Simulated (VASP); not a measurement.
# GaO3 (Im-3m) in VASP: notebook, part 2 of 3

VASP 6.6.1. The steps go on from the part before.

## Step 3: Relaxation of cell and atoms, PBE

This run uses another cell than the first one, of 13.07 Å³/atom, 1.462 times its volume.

Contents of INCAR:

```
SYSTEM = GaO3
  ALGO = Normal
  EDIFF = 1E-6
  EDIFFG = -0.04
  ENCUT = 600
  GGA = PE
  IBRION = 2
  ISIF = 3
  ISMEAR = 0
  LASPH = .True.
  LCHARG = .False.
  LREAL = .False.
  LWAVE = .False.
  NELM = 100
  NSW = 90
  PREC = Accurate
  SIGMA = 0.1
```

Contents of KPOINTS:

```
k-points
0
Gamma
  6 6 6
  0 0 0
```

Contents of POSCAR:

```
GaO3
1.0
   -2.3556699200      2.3556699200      2.3556699200
    2.3556699200     -2.3556699200      2.3556699200
    2.3556699200      2.3556699200     -2.3556699200
Ga O
1 3
Direct
    0.0000000000      0.0000000000      0.0000000000
    0.0000000000      0.5000000000      0.5000000000
    0.5000000000      0.0000000000      0.5000000000
    0.5000000000      0.5000000000      0.0000000000
```

Potentials or basis: VASP PAW PBE potentials, release 64 (Ga_d, O).

Started as:

```sh
> cat potpaw_PBE.64/Ga_d/POTCAR potpaw_PBE.64/O/POTCAR > POTCAR
> mpirun -np 1 vasp_std > vasp.out
```

OUTCAR:

```text
SYSTEM = GaO3
   EDIFF = 1E-6
   EDIFFG = -0.04
   ENCUT = 600
   GGA = PE
   IBRION = 2
   ISIF = 3
   ISMEAR = 0
   LASPH = .True.
   LREAL = .False.
   NELM = 100
   NSW = 90
   PREC = Accurate

 ion  position               nearest neighbor table
   1  0.000  0.000  0.000-   2 2.36   3 2.36   4 2.36   2 2.36   3 2.36   4 2.36
   2  0.000  0.500  0.500-   1 2.36   1 2.36
   3  0.500  0.000  0.500-   1 2.36   1 2.36
   4  0.500  0.500  0.000-   1 2.36   1 2.36

  LATTYP: Found a body centered cubic cell.
 ALAT       =     4.7113398400

  Lattice vectors:

 A1 = (  -2.3556699200,   2.3556699200,   2.3556699200)
 A2 = (   2.3556699200,  -2.3556699200,   2.3556699200)
 A3 = (   2.3556699200,   2.3556699200,  -2.3556699200)

Analysis of symmetry for initial positions (statically):
=====================================================================
 Subroutine PRICEL returns:
 Original cell was already a primitive cell.

 Routine SETGRP: Setting up the symmetry group for a
 body centered cubic supercell.

 Subroutine GETGRP returns: Found 48 space group operations
 (whereof 48 operations were pure point group operations)
 out of a pool of 48 trial point group operations.

The static configuration has the point symmetry O_h .

Analysis of symmetry for dynamics (positions and initial velocities):
=====================================================================
 Subroutine PRICEL returns:
 Original cell was already a primitive cell.

 Routine SETGRP: Setting up the symmetry group for a
 body centered cubic supercell.

 Subroutine GETGRP returns: Found 48 space group operations
 (whereof 48 operations were pure point group operations)
 out of a pool of 48 trial point group operations.

The dynamic configuration has the point symmetry O_h .

 Subroutine INISYM returns: Found 48 space group operations
 (whereof 48 operations are pure point group operations),
 and found     1 'primitive' translations

----------------------------------------------------------------------------------------

                                     Primitive cell

  volume of cell :      52.2882

  direct lattice vectors                    reciprocal lattice vectors
    -2.355669920  2.355669920  2.355669920     0.000000000  0.212253846  0.212253846
     2.355669920 -2.355669920  2.355669920     0.212253846  0.000000000  0.212253846
     2.355669920  2.355669920 -2.355669920     0.212253846  0.212253846  0.000000000

  length of vectors
     4.080139987  4.080139987  4.080139987     0.300172267  0.300172267  0.300172267

  position of ions in fractional coordinates (direct lattice)
     0.000000000  0.000000000  0.000000000
     0.000000000  0.500000000  0.500000000
     0.500000000  0.000000000  0.500000000
     0.500000000  0.500000000  0.000000000

  ion indices of the primitive-cell ions
   primitive index   ion index
                 1           1
                 2           2
                 3           3
                 4           4

----------------------------------------------------------------------------------------

 KPOINTS: k-points

Automatic generation of k-mesh.
 Grid dimensions read from file:
 generate k-points for:    6    6    6

 Generating k-lattice:

  Cartesian coordinates                     Fractional coordinates (reciprocal lattice)
     0.000000000  0.035375641  0.035375641     0.166666667  0.000000000  0.000000000
     0.035375641  0.000000000  0.035375641     0.000000000  0.166666667  0.000000000
     0.035375641  0.035375641  0.000000000     0.000000000  0.000000000  0.166666667

  Length of vectors
     0.050028711  0.050028711  0.050028711

  Shift w.r.t. Gamma in fractional coordinates (k-lattice)
     0.000000000  0.000000000  0.000000000

 Subroutine IBZKPT returns following result:
 ===========================================

 Found     16 irreducible k-points:

 Following reciprocal coordinates:
            Coordinates               Weight
  0.000000  0.000000  0.000000      1.000000
  0.166667  0.000000  0.000000     12.000000
  0.333333  0.000000  0.000000     12.000000
  0.500000  0.000000  0.000000      6.000000
  0.166667  0.166667  0.000000     24.000000
  0.333333  0.166667  0.000000     48.000000
[... 8 lines left out ...]
  0.500000  0.500000  0.333333     12.000000
  0.500000  0.500000  0.500000      1.000000
   k-points           NKPTS =     16   k-points in BZ     NKDIM =     16   number of bands    NBANDS=     19
   number of dos      NEDOS =    301   number of ions     NIONS =      4
   total plane-waves  NPLWV =  46656
   dimension x,y,z NGX =    36 NGY =   36 NGZ =   36
   dimension x,y,z NGXF=    72 NGYF=   72 NGZF=   72
   ions per type =               1   3
   NGX,Y,Z   is equivalent  to a cutoff of  14.67, 14.67, 14.67 a.u.
   NGXF,Y,Z  is equivalent  to a cutoff of  29.34, 29.34, 29.34 a.u.
 SYSTEM =  GaO3
   PREC   = accura    normal or accurate (medium, high low for compatibility)
   ISTART =      0    job   : 0-new  1-cont  2-samecut
   ICHARG =      2    charge: 1-file 2-atom 10-const
   ISPIN  =      1    spin polarized calculation?
   LNONCOLLINEAR =      F non collinear calculations
   LSORBIT =      F    spin-orbit coupling
   LASPH  =      T    aspherical Exc in radial PAW
   ENCUT  =  600.0 eV  44.10 Ry    6.64 a.u.   8.15  8.15  8.15*2*pi/ulx,y,z
   NELM   =    100;   NELMIN=  2; NELMDL= -5     # of ELM steps
   EDIFF  = 0.1E-05   stopping-criterion for ELM
   LREAL  =      F    real-space projection
   EDIFFG = -.4E-01   stopping-criterion for IOM
   NSW    =     90    number of steps for IOM
   IBRION =      2    ionic relax: 0-MD 1-quasi-New 2-CG
   NFREE  =      1    steps in history (QN), initial steepest desc. (CG)
   ISIF   =      3    stress and relaxation
   ISYM   =      2    0-nonsym 1-usesym 2-fastsym
   POTIM  = 0.5000    time-step for ionic-motion
   TEBEG  =    0.0;   TEEND  =   0.0 temperature during run
   PSTRESS=    0.0 pullay stress
   NELECT =      31.0000    total number of electrons
   NUPDOWN=      -1.0000    fix difference up-down
   EMIN   =  10.00;   EMAX   =-10.00  energy-range for DOS
   EFERMI =   0.00;   METHOD = LEGACY
   ISMEAR =     0;   SIGMA  =   0.10  broadening in eV -4-tet -1-fermi 0-gaus
   EFERMI_NEDOS =   21; number of points for ismear=-14 and -15
   IALGO  =     38    algorithm
   IMIX   =      4    mixing-type and parameters
     AMIX     =   0.40;   BMIX     =  1.00
     AMIX_MAG =   1.60;   BMIX_MAG =  1.00
  volume/ion in A,a.u.               =      13.07        88.21
  Fermi-wavevector in a.u.,A,eV,Ry     =   1.375290  2.598921 25.734368  1.891423
  Thomas-Fermi vector in A             =   2.500639
   LORBIT       =      0    0 simple, 1 ext, 2 COOP (PROOUT), +10 PAW based schemes
   GGA     = PE    functional components
   LHFCALC =     F    Hartree Fock is set to
   AEXX    =    0.0000 exact exchange contribution
   IVDW    =     0    specifies the selected vdW correction
   LEPSILON=     F    determine dielectric tensor
   LRPA    =     F    only Hartree local field effects (RPA)
 conjugate gradient relaxation of ions
 non-spin polarized calculation
 Gauss-broadening in eV      SIGMA  =   0.10
  energy-cutoff  :      600.00
  volume of cell :       52.29
 maximum number of plane-waves:      1766
 NGX is ok and might be reduce to    36
   NGX = 17   NGY = 17   NGZ = 17

--------------------------------------- Ionic step        1  -------------------------------------------

 number of electron      31.0000003 magnetization

 Free energy of the ion-electron system (eV)
  ---------------------------------------------------
  ext. energy  EPLUGINS =         0.00000000
  ---------------------------------------------------
  free energy    TOTEN  =       -16.22749084 eV

  energy without entropy =      -16.21131629  energy(sigma->0) =      -16.21940357

 E-fermi :   1.0649     XC(G=0): -10.2556

 val. band max:        1.0108100524   @ k =   0.1667   0.1667   0.1667
 cond. band min:       1.0789002971   @ k =   0.3333   0.3333   0.0000
 fundamental gap:      0.0680902448
 Fermi energy:         1.0648506173

 k-point     1 :       0.0000    0.0000    0.0000
  band No.  band energies     occupation
      1     -16.9470      2.00000
      2     -14.8341      2.00000
      3     -14.8341      2.00000
      4     -13.3154      2.00000
      5     -13.3154      2.00000
      6     -13.3154      2.00000
[... 11 lines left out ...]
     18       2.0374      0.00000
     19      10.9225      0.00000
[... 401 lines left out ...]
  energy  without entropy=      -18.2881224440  energy(sigma->0) =      -18.28889163

--------------------------------------- Ionic step        3  -------------------------------------------

 number of electron      30.9999999 magnetization

 Free energy of the ion-electron system (eV)
  ---------------------------------------------------
  ext. energy  EPLUGINS =         0.00000000
  ---------------------------------------------------
  free energy    TOTEN  =       -18.30946565 eV

  energy without entropy =      -18.30791552  energy(sigma->0) =      -18.30869059

 E-fermi :   5.2223     XC(G=0): -12.2631

 val. band max:        5.1023120481   @ k =  -0.3333   0.3333   0.3333
 cond. band min:       5.6969085430   @ k =   0.5000   0.5000   0.5000
 fundamental gap:      0.5945964949
 Fermi energy:         5.2222677998

 k-point     1 :       0.0000    0.0000    0.0000
  band No.  band energies     occupation
      1     -15.8795      2.00000
      2     -11.5696      2.00000
      3     -11.5696      2.00000
      4      -9.2802      2.00000
      5      -9.2802      2.00000
      6      -9.2802      2.00000
[... 11 lines left out ...]
     18       6.7764      0.00000
     19      15.5705      0.00000
[... 359 lines left out ...]
  FREE ENERGIE OF THE ION-ELECTRON SYSTEM (eV)
  ---------------------------------------------------
  free  energy   TOTEN  =       -18.3094656526 eV

  energy  without entropy=      -18.3079155233  energy(sigma->0) =      -18.30869059

 reached required accuracy - stopping structural energy minimisation
```

Run time: 2.7 min. Hardware: 1 thread of AMD EPYC, shared host; peak memory 0.18 GiB.

Results:

```
Free energy                            : -18.3095 eV
Relaxed volume                         : 8.97 Å³/atom
Relaxed cell                           : a = 3.599 Å, b = 3.599 Å, c = 3.599 Å, α = 109.47°, β = 109.47°, γ = 109.47°
Space group after relaxing (to 0.05 Å) : Im-3m (No. 229)
Energy gained by relaxing              : 520.5 meV/atom
Ionic steps                            : 3
Pressure after relaxing                : -0.2 GPa
```

Step by step:
```
step  energy change (eV)  largest force (eV/Å)  pressure (GPa)  volume (Å³)
   1              0.0000                0.0000          -27.73        52.29
   2             -2.0622                0.0000           -5.33        36.97
   3             -2.0820                0.0000           -0.15        35.89
```

Final structure:
```yaml
crystal:
  lattice:
    - [-2.07790, 2.07790, 2.07790]
    - [2.07790, -2.07790, 2.07790]
    - [2.07790, 2.07790, -2.07790]
  atoms:
    - { symbol: Ga, position: [0.00000, 0.00000, 0.00000] }
    - { symbol: O, position: [0.00000, 0.50000, 0.50000] }
    - { symbol: O, position: [0.50000, 0.00000, 0.50000] }
    - { symbol: O, position: [0.50000, 0.50000, 0.00000] }
```

Levels at points of the mesh, in eV from the Fermi level:
| k point | band 13 | band 14 | band 15 | band 16 | band 17 | band 18 |
| --- | --- | --- | --- | --- | --- | --- |
| (0.00, 0.00, 0.00) | -4.36 | -4.36 | -0.32 | 1.55 | 1.55 | 1.55 |
| (0.50, 0.00, 0.00) | -2.44 | -2.08 | -2.00 | -1.29 | 1.69 | 5.32 |
| (0.50, 0.50, 0.50) | -2.84 | -2.84 | 0.47 | 1.74 | 1.74 | 1.74 |

Caveat: the volume moved by over 15 % at a fixed basis, so the end points are rough; an odd number of electrons without spin polarisation forces a metal; a magnetic or distorted state may lie lower.

## Step 4: Single point, PBE, collinear spin, ferromagnetic start

This run uses another cell than the first one, of 13.07 Å³/atom, 1.462 times its volume.

Contents of INCAR:

```
SYSTEM = GaO3
ALGO = Normal
EDIFF = 1E-6
ENCUT = 520
GGA = PE
ISIF = 2
ISMEAR = 0
ISPIN = 2
LASPH = .TRUE.
LCHARG = .FALSE.
LORBIT = 11
LREAL = .FALSE.
LWAVE = .FALSE.
MAGMOM = 0 1 1 1
NBANDS = 28
NELM = 150
PREC = Accurate
SIGMA = 0.1
```

Contents of KPOINTS:

```
k-points
0
G
  6 6 6
  0 0 0
```

POSCAR is that of step 3.

Started as:

```sh
> cat potpaw_PBE.64/Ga_d/POTCAR potpaw_PBE.64/O/POTCAR > POTCAR
> mpirun -np 1 vasp_std > vasp.out
```

Wall time 1.7 min (1 thread of AMD EPYC, shared host); peak memory 0.17 GiB.

The run converged. Its results:

```
Free energy                                           : -16.1120 eV
Pressure                                              : -24.6 GPa
Net moment                                            : 1.76 μB per cell
Site moments                                          : Ga -0.01; O +0.52 μB
Valence electrons inside the program's atomic spheres : Ga 11.07; O 4.68
```

Levels at points of the mesh, in eV from the Fermi level:
Spin up:
```
           k point  band 13  band 14  band 15  band 16  band 17  band 18  band 19  band 20
(0.00, 0.00, 0.00)    -3.03    -3.03    -2.02     0.21     0.21     0.21     9.69     9.69
(0.50, 0.00, 0.00)    -2.19    -2.00    -1.91    -1.39     0.26     2.36     5.50     7.14
(0.50, 0.50, 0.50)    -2.24    -2.24    -1.43     0.29     0.29     0.29     8.34     8.34
```
Spin down:
| k point | band 12 | band 13 | band 14 | band 15 | band 16 | band 17 |
| --- | --- | --- | --- | --- | --- | --- |
| (0.00, 0.00, 0.00) | -2.64 | -2.64 | -2.64 | -1.91 | 1.56 | 1.56 |
| (0.50, 0.00, 0.00) | -1.63 | -1.10 | -0.88 | -0.73 | -0.33 | 1.64 |
| (0.50, 0.50, 0.50) | -1.49 | -1.49 | -1.49 | -1.37 | 1.67 | 1.67 |

(Part 2 of 3 ends here.)
